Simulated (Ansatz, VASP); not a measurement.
Al3Ge2Ru in VASP and in Ansatz

INCAR

```
SYSTEM = Al3Ge2Ru
PREC     = Accurate       ! precision mode
ENCUT    = 600            ! plane-wave cutoff, eV
EDIFF    = 1E-6           ! SCF threshold, eV
ISMEAR   = 0              ! smearing method
SIGMA    = 0.1            ! smearing width, eV
LREAL    = .FALSE.        ! projectors in reciprocal space
LASPH    = .TRUE.         ! aspherical terms in the spheres
NELM     = 80             ! most SCF steps
ALGO     = Fast           ! electronic algorithm
ISIF     = 3              ! what is computed and relaxed
LWAVE    = .FALSE.        ! write WAVECAR
LCHARG   = .FALSE.        ! write CHGCAR
GGA      = PE             ! functional
IBRION   = 2              ! ionic algorithm
NSW      = 90             ! ionic steps
EDIFFG   = -0.04          ! ionic threshold
```

File KPOINTS:

```
Automatic mesh
0
G
  6 6 2
  0 0 0
```

The input POSCAR:

```
Al3Ge2Ru
1.0
    3.3502120300      0.0000000000      0.0000000000
    0.0000000000      3.3502120300      0.0000000000
    0.0000000000      0.0000000000     10.6084923000
Al Ge Ru
3 2 1
Direct
    0.5000000000      0.5000000000      0.1787200000
    0.5000000000      0.5000000000      0.5000000000
    0.5000000000      0.5000000000      0.8212800000
    0.0000000000      0.0000000000      0.3334420000
    0.0000000000      0.0000000000      0.6665580000
    0.0000000000      0.0000000000      0.0000000000
```

Input for Ansatz:

```yaml
crystal:
  lattice:
    - [3.35021203, 0.0, 0.0]
    - [0.0, 3.35021203, 0.0]
    - [0.0, 0.0, 10.6084923]
  atoms:
    - { symbol: Al, position: [0.5, 0.5, 0.17872] }
    - { symbol: Al, position: [0.5, 0.5, 0.5] }
    - { symbol: Al, position: [0.5, 0.5, 0.82128] }
    - { symbol: Ge, position: [0.0, 0.0, 0.333442] }
    - { symbol: Ge, position: [0.0, 0.0, 0.666558] }
    - { symbol: Ru, position: [0.0, 0.0, 0.0] }
basis:
  ecutwfc: 420
kpoints:
  mp_grid: { grid: [6, 6, 2] }
hamiltonian:
  xc: pbe
scf:
  occupations: { method: gaussian, width: 0.1 }
  lower_state_search: "off"
output:
  forces: true
  stress: true
  eigenvalues: true
relax:
  adjacent_minimum: "off"
  f_tol: 0.04
  max_steps: 70
  cell: { stress_tol: 0.4 }
```

Change from the starting cell: species swapped into the Pr3MgAl2 type (P4/mmm, No. 123).

Alike in both runs: task relaxation of cell and atoms; functional PBE; k mesh 6 × 6 × 2; occupations gaussian, width 0.1 eV; no spin polarisation.

|  | VASP | Ansatz |
| --- | --- | --- |
| version | VASP 6.6.1 | Ansatz 0.2.0 |
| potentials or method | VASP PAW PBE potentials, release 64 (Al, Ge_d, Ru_pv), cutoff 600 eV | scalar-relativistic, plane waves, PAW |
| valence electrons in the cell | 51 | 53 |

```csv
,VASP,Ansatz,Ansatz less VASP
"gap on the k mesh at the Fermi level, each at its own relaxed structure (eV)",none,none,-
relaxed volume (Å³/atom),15.84,15.81,-0.027
relaxed cell length with the largest relative difference (Å),3.229,3.227,-0.0024
```

A gap of «none» marks a metal or a gap that the smearing closes. VASP's potentials hold 51 valence electrons a cell and Ansatz's 53, so a difference there can come from the potentials and not from the codes.

Noted on VASP's run: the volume moved by over 15 % at a fixed basis, so the end points are rough.
